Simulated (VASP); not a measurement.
# ZrGe2Pd3 (P4/mmm) in VASP: single point with PBE

Aim: the single point of ZrGe2Pd3 with PBE.

Program: VASP 6.6.1. These are calculated values, not measurements. Logs are shortened: lines on timing, memory, paths and dates and some standing lists are left out, and cuts for length are marked.

## 1. The cell of the first run

Symmetry: P4/mmm, No. 123, tetragonal system. Conventional cell: a = 3.116 Å, b = 3.116 Å, c = 10.328 Å, α = 90.00°, β = 90.00°, γ = 90.00°. Within 3.9 Å of Zr (site symmetry 4/mmm) lie 8 Pd at 2.93 Å and 4 Zr at 3.12 Å and 2 Ge at 3.51 Å. Within 3.6 Å of Ge (site symmetry 4mm) lie 8 Pd at 2.71 to 2.76 Å and 5 Ge at 3.12 to 3.31 Å and 1 Zr at 3.51 Å. Pd (site symmetry 4/mmm) has 8 Ge at 2.76 Å and 6 Pd at 3.12 to 3.23 Å within 3.6 Å. Within 3.6 Å of Pd (site symmetry 4mm) lie 4 Ge at 2.71 Å and 4 Zr at 2.93 Å and 5 Pd at 3.12 to 3.23 Å.

## 2. Single point, PBE, collinear spin

INCAR reads:

```
SYSTEM = ZrGe2Pd3
PREC = Accurate
ENCUT = 520
EDIFF = 1E-6
ISMEAR = 0
SIGMA = 0.1
LREAL = .FALSE.
LASPH = .TRUE.
NELM = 150
ALGO = Normal
ISIF = 2
LWAVE = .FALSE.
LCHARG = .FALSE.
ISPIN = 2
MAGMOM = 1 0 0 1 1 1
LORBIT = 11
LMAXMIX = 4
GGA = PE
NBANDS = 48
```

KPOINTS reads:

```
regular mesh
0
G
  6 6 2
  0 0 0
```

POSCAR reads:

```
ZrGe2Pd3
1.0
    3.1160237508      0.0000000000      0.0000000000
    0.0000000000      3.1160237508      0.0000000000
    0.0000000000      0.0000000000     10.3279659418
Zr Ge Pd
1 2 3
Direct
    0.0000000000      0.0000000000      0.0000000000
    0.0000000000      0.0000000000      0.3395137802
    0.0000000000      0.0000000000      0.6604862198
    0.5000000000      0.5000000000      0.5000000000
    0.5000000000      0.5000000000      0.8125763179
    0.5000000000      0.5000000000      0.1874236821
```

Potentials or basis: VASP PAW PBE potentials, release 64 (Zr_sv, Ge_d, Pd).

On the command line:

```bash
> cat potpaw_PBE.64/Zr_sv/POTCAR potpaw_PBE.64/Ge_d/POTCAR potpaw_PBE.64/Pd/POTCAR > POTCAR
> mpirun -np 1 vasp_std > vasp.out
```

OUTCAR:

```text
SYSTEM = ZrGe2Pd3
   PREC = Accurate
   ENCUT = 520
   EDIFF = 1E-6
   ISMEAR = 0
   LREAL = .FALSE.
   LASPH = .TRUE.
   NELM = 150
   ISIF = 2
   ISPIN = 2
   LORBIT = 11
   GGA = PE

 ion  position               nearest neighbor table
   1  0.000  0.000  0.000-   5 2.93   6 2.93   5 2.93   6 2.93   5 2.93   6 2.93   5 2.93   6 2.93

   2  0.000  0.000  0.340-   6 2.71   6 2.71   6 2.71   6 2.71   4 2.76   4 2.76   4 2.76   4 2.76

   3  0.000  0.000  0.660-   5 2.71   5 2.71   5 2.71   5 2.71   4 2.76   4 2.76   4 2.76   4 2.76

   4  0.500  0.500  0.500-   2 2.76   3 2.76   2 2.76   3 2.76   2 2.76   3 2.76   2 2.76   3 2.76
                             5 3.23   6 3.23
   5  0.500  0.500  0.813-   3 2.71   3 2.71   3 2.71   3 2.71   1 2.93   1 2.93   1 2.93   1 2.93
                             4 3.23
   6  0.500  0.500  0.187-   2 2.71   2 2.71   2 2.71   2 2.71   1 2.93   1 2.93   1 2.93   1 2.93
                             4 3.23

  LATTYP: Found a simple tetragonal cell.
 ALAT       =     3.1160237508
 C/A-ratio  =     3.3144695830

  Lattice vectors:

 A1 = (   3.1160237508,   0.0000000000,   0.0000000000)
 A2 = (   0.0000000000,   3.1160237508,   0.0000000000)
 A3 = (   0.0000000000,   0.0000000000,  10.3279659418)

Analysis of symmetry for initial positions (statically):
=====================================================================
 Subroutine PRICEL returns:
 Original cell was already a primitive cell.

 Routine SETGRP: Setting up the symmetry group for a
 simple tetragonal supercell.

 Subroutine GETGRP returns: Found 16 space group operations
 (whereof 16 operations were pure point group operations)
 out of a pool of 16 trial point group operations.

The static configuration has the point symmetry D_4h.

Analysis of symmetry for dynamics (positions and initial velocities):
=====================================================================
 Subroutine PRICEL returns:
 Original cell was already a primitive cell.

 Routine SETGRP: Setting up the symmetry group for a
 simple tetragonal supercell.

 Subroutine GETGRP returns: Found 16 space group operations
 (whereof 16 operations were pure point group operations)
 out of a pool of 16 trial point group operations.

The dynamic configuration has the point symmetry D_4h.

Analysis of structural, dynamic, and magnetic symmetry:
=====================================================================
 Subroutine PRICEL returns:
 Original cell was already a primitive cell.

 Routine SETGRP: Setting up the symmetry group for a
 simple tetragonal supercell.

 Subroutine GETGRP returns: Found 16 space group operations
 (whereof 16 operations were pure point group operations)
 out of a pool of 16 trial point group operations.

The overall configuration has the point symmetry D_4h.

 Subroutine INISYM returns: Found 16 space group operations
 (whereof 16 operations are pure point group operations),
 and found     1 'primitive' translations

----------------------------------------------------------------------------------------

                                     Primitive cell

  volume of cell :     100.2805

  direct lattice vectors                    reciprocal lattice vectors
     3.116023751  0.000000000  0.000000000     0.320921816  0.000000000  0.000000000
     0.000000000  3.116023751  0.000000000     0.000000000  0.320921816  0.000000000
     0.000000000  0.000000000 10.327965942     0.000000000  0.000000000  0.096824487

  length of vectors
     3.116023751  3.116023751 10.327965942     0.320921816  0.320921816  0.096824487

  position of ions in fractional coordinates (direct lattice)
     0.000000000  0.000000000  0.000000000
     0.000000000  0.000000000  0.339513780
     0.000000000  0.000000000  0.660486220
     0.500000000  0.500000000  0.500000000
     0.500000000  0.500000000  0.812576318
     0.500000000  0.500000000  0.187423682

  ion indices of the primitive-cell ions
   primitive index   ion index
                 1           1
                 2           2
                 3           3
                 4           4
                 5           5
                 6           6

[... 46 lines left out ...]
  0.500000  0.333333  0.500000      4.000000
  0.500000  0.500000  0.500000      1.000000
   k-points           NKPTS =     20   k-points in BZ     NKDIM =     20   number of bands    NBANDS=     48
   number of dos      NEDOS =    301   number of ions     NIONS =      6
   total plane-waves  NPLWV =  46080
   dimension x,y,z NGX =    24 NGY =   24 NGZ =   80
   dimension x,y,z NGXF=    48 NGYF=   48 NGZF=  160
   ions per type =               1   2   3
   NGX,Y,Z   is equivalent  to a cutoff of  12.80, 12.80, 12.88 a.u.
   NGXF,Y,Z  is equivalent  to a cutoff of  25.61, 25.61, 25.75 a.u.
 SYSTEM =  ZrGe2Pd3
   PREC   = accura    normal or accurate (medium, high low for compatibility)
   ISTART =      0    job   : 0-new  1-cont  2-samecut
   ICHARG =      2    charge: 1-file 2-atom 10-const
   ISPIN  =      2    spin polarized calculation?
   LNONCOLLINEAR =      F non collinear calculations
   LSORBIT =      F    spin-orbit coupling
   LASPH  =      T    aspherical Exc in radial PAW
   ENCUT  =  520.0 eV  38.22 Ry    6.18 a.u.   5.79  5.79 19.20*2*pi/ulx,y,z
   NELM   =    150;   NELMIN=  2; NELMDL= -5     # of ELM steps
   EDIFF  = 0.1E-05   stopping-criterion for ELM
   LREAL  =      F    real-space projection
   EDIFFG = 0.1E-04   stopping-criterion for IOM
   NSW    =      0    number of steps for IOM
   IBRION =     -1    ionic relax: 0-MD 1-quasi-New 2-CG
   NFREE  =      0    steps in history (QN), initial steepest desc. (CG)
   ISIF   =      2    stress and relaxation
   ISYM   =      2    0-nonsym 1-usesym 2-fastsym
   POTIM  = 0.5000    time-step for ionic-motion
   TEBEG  =    0.0;   TEEND  =   0.0 temperature during run
   PSTRESS=    0.0 pullay stress
   NELECT =      70.0000    total number of electrons
   NUPDOWN=      -1.0000    fix difference up-down
   EMIN   =  10.00;   EMAX   =-10.00  energy-range for DOS
   EFERMI =   0.00;   METHOD = LEGACY
   ISMEAR =     0;   SIGMA  =   0.10  broadening in eV -4-tet -1-fermi 0-gaus
   EFERMI_NEDOS =   21; number of points for ismear=-14 and -15
   IALGO  =     38    algorithm
   IMIX   =      4    mixing-type and parameters
     AMIX     =   0.40;   BMIX     =  1.00
     AMIX_MAG =   1.60;   BMIX_MAG =  1.00
  volume/ion in A,a.u.               =      16.71       112.79
  Fermi-wavevector in a.u.,A,eV,Ry     =   1.452230  2.744317 28.694306  2.108972
  Thomas-Fermi vector in A             =   2.569636
   LORBIT       =     11    0 simple, 1 ext, 2 COOP (PROOUT), +10 PAW based schemes
   GGA     = PE    functional components
   LHFCALC =     F    Hartree Fock is set to
   AEXX    =    0.0000 exact exchange contribution
   IVDW    =     0    specifies the selected vdW correction
   LEPSILON=     F    determine dielectric tensor
   LRPA    =     F    only Hartree local field effects (RPA)
 spin polarized calculation
 Gauss-broadening in eV      SIGMA  =   0.10
  energy-cutoff  :      520.00
  volume of cell :      100.28
 maximum number of plane-waves:      2720
 NGX is ok and might be reduce to    24
   NGX = 11   NGY = 11   NGZ = 39

 number of electron      70.0000051 magnetization       0.0006512

 number of electron      70.0000051 magnetization      -0.0072635

 Free energy of the ion-electron system (eV)
  ---------------------------------------------------
  ext. energy  EPLUGINS =         0.00000000
  ---------------------------------------------------
  free energy    TOTEN  =       -35.57602176 eV

  energy without entropy =      -35.55489676  energy(sigma->0) =      -35.56545926

 E-fermi :   9.4336     XC(G=0): -12.3207

 val. band max:        9.4245190025   @ k =   0.3333   0.3333   0.0000
 cond. band min:       9.4438419826   @ k =   0.3333   0.0000   0.5000
 fundamental gap:      0.0193229801
 Fermi energy:         9.4335934613

 spin component 1

 k-point     1 :       0.0000    0.0000    0.0000
  band No.  band energies     occupation
      1     -39.6071      1.00000
      2     -17.7086      1.00000
      3     -17.2761      1.00000
      4     -17.2761      1.00000
      5     -15.3893      1.00000
      6     -15.3878      1.00000
[... 989 lines left out ...]
     46      15.1685      0.00000
     47      15.1685      0.00000
 Fermi energy:         9.4335934613

 spin component 2

 k-point     1 :       0.0000    0.0000    0.0000
  band No.  band energies     occupation
      1     -39.6100      1.00000
      2     -17.7106      1.00000
      3     -17.2800      1.00000
      4     -17.2800      1.00000
      5     -15.3893      1.00000
      6     -15.3878      1.00000
[... 989 lines left out ...]
     46      15.1677      0.00000
     47      15.1677      0.00000
 [bands above 47 left out]

------------------------ aborting loop because EDIFF is reached ----------------------------------------

  FORCE on cell =-STRESS in cart. coord.  units (eV):
  Direction    XX          YY          ZZ          XY          YZ          ZX
  --------------------------------------------------------------------------------------
  -------------------------------------------------------------------------------------
  Total        0.6861842      0.6861842     -1.3819311      0.0000000      0.0000000      0.0000000
  in kB       10.9631410     10.9631410    -22.0790638      0.0000000      0.0000000      0.0000000
  external PRESSURE =      -0.0509273 kB  Pullay stress =       0.0000000 kB

 VOLUME and BASIS-vectors are now :
 -----------------------------------------------------------------------------
  energy-cutoff  :      520.00
  volume of cell :      100.28
      direct lattice vectors                 reciprocal lattice vectors
     3.116023751  0.000000000  0.000000000     0.320921816  0.000000000  0.000000000
     0.000000000  3.116023751  0.000000000     0.000000000  0.320921816  0.000000000
     0.000000000  0.000000000 10.327965942     0.000000000  0.000000000  0.096824487

 POSITION                                       TOTAL-FORCE (eV/Angst)
 -----------------------------------------------------------------------------------
      0.00000      0.00000      0.00000         0.000000      0.000000      0.000000
      0.00000      0.00000      3.50649         0.000000      0.000000     -0.154240
      0.00000      0.00000      6.82148         0.000000     -0.000000      0.154240
      1.55801      1.55801      5.16398         0.000000      0.000000      0.000000
      1.55801      1.55801      8.39226         0.000000     -0.000000     -0.283676
      1.55801      1.55801      1.93571        -0.000000      0.000000      0.283676
 -----------------------------------------------------------------------------------
    total drift:                                0.000000     -0.000000     -0.000000

  FREE ENERGIE OF THE ION-ELECTRON SYSTEM (eV)
  ---------------------------------------------------
  free  energy   TOTEN  =       -35.5760217585 eV

  energy  without entropy=      -35.5548967583  energy(sigma->0) =      -35.56545926

 total charge

# of ion       s       p       d       tot
------------------------------------------
    1        2.201   5.972   1.578   9.752
    2        1.174   1.008  10.053  12.234
    3        1.174   1.008  10.053  12.234
    4        0.415   0.427   8.595   9.437
    5        0.528   0.464   8.537   9.529
    6        0.528   0.464   8.537   9.529
--------------------------------------------------
tot          6.021   9.342  47.353  62.716

 magnetization (x)

# of ion       s       p       d       tot
------------------------------------------
    1       -0.000  -0.000  -0.002  -0.003
    2       -0.000  -0.000  -0.000  -0.000
    3       -0.000  -0.000  -0.000  -0.000
    4        0.000   0.000  -0.000  -0.000
    5        0.000  -0.000  -0.000  -0.000
    6        0.000  -0.000  -0.000  -0.000
--------------------------------------------------
tot         -0.000  -0.000  -0.003  -0.003
```

Wall time 4.8 min (1 thread of Intel Xeon Platinum 8259CL at 2.50GHz (Skylake/Cascade Lake), shared host); peak memory 0.33 GiB.

What came out:

```yaml
Free_energy: -35.5760 eV
Pressure: 0.0 GPa
Largest_force: 0.284 eV/Å
Band_gap_on_the_k_mesh: zero (filled and empty bands overlap)
Net_moment: -0.01 μB per cell
Valence_electrons_inside_the_program's_atomic_spheres: Zr 9.75; Ge 12.23; Pd 9.44, 9.53 (each value once)
```

Forces on the atoms (eV/Å):
```
Zr   0.000  0.000  0.000
Ge   0.000  0.000 -0.154
Ge   0.000  0.000  0.154
Pd   0.000  0.000  0.000
Pd   0.000  0.000 -0.284
Pd   0.000  0.000  0.284
```

Levels at points of the mesh, in eV from the Fermi level:
Spin up:
```tsv
k point	band 33	band 34	band 35	band 36	band 37	band 38
(0.00, 0.00, 0.00)	-1.40	-0.86	-0.70	1.36	2.62	2.62
(0.50, 0.00, 0.00)	-1.78	-1.06	-0.66	-0.16	0.43	1.62
(0.50, 0.50, 0.00)	-1.13	-1.04	-1.04	-0.63	2.72	2.79
(0.00, 0.00, 0.50)	-1.58	-0.70	0.11	1.19	2.19	2.33
(0.50, 0.00, 0.50)	-1.87	-1.06	-0.65	-0.16	0.49	0.82
(0.50, 0.50, 0.50)	-0.99	-0.88	0.25	0.25	0.99	0.99
```
Spin down:
| k point | band 33 | band 34 | band 35 | band 36 | band 37 | band 38 |
| --- | --- | --- | --- | --- | --- | --- |
| (0.00, 0.00, 0.00) | -1.40 | -0.87 | -0.71 | 1.35 | 2.62 | 2.62 |
| (0.50, 0.00, 0.00) | -1.78 | -1.06 | -0.66 | -0.17 | 0.43 | 1.62 |
| (0.50, 0.50, 0.00) | -1.13 | -1.04 | -1.04 | -0.63 | 2.72 | 2.79 |
| (0.00, 0.00, 0.50) | -1.58 | -0.72 | 0.10 | 1.19 | 2.19 | 2.33 |
| (0.50, 0.00, 0.50) | -1.87 | -1.06 | -0.66 | -0.17 | 0.49 | 0.82 |
| (0.50, 0.50, 0.50) | -0.99 | -0.88 | 0.25 | 0.25 | 0.99 | 0.99 |
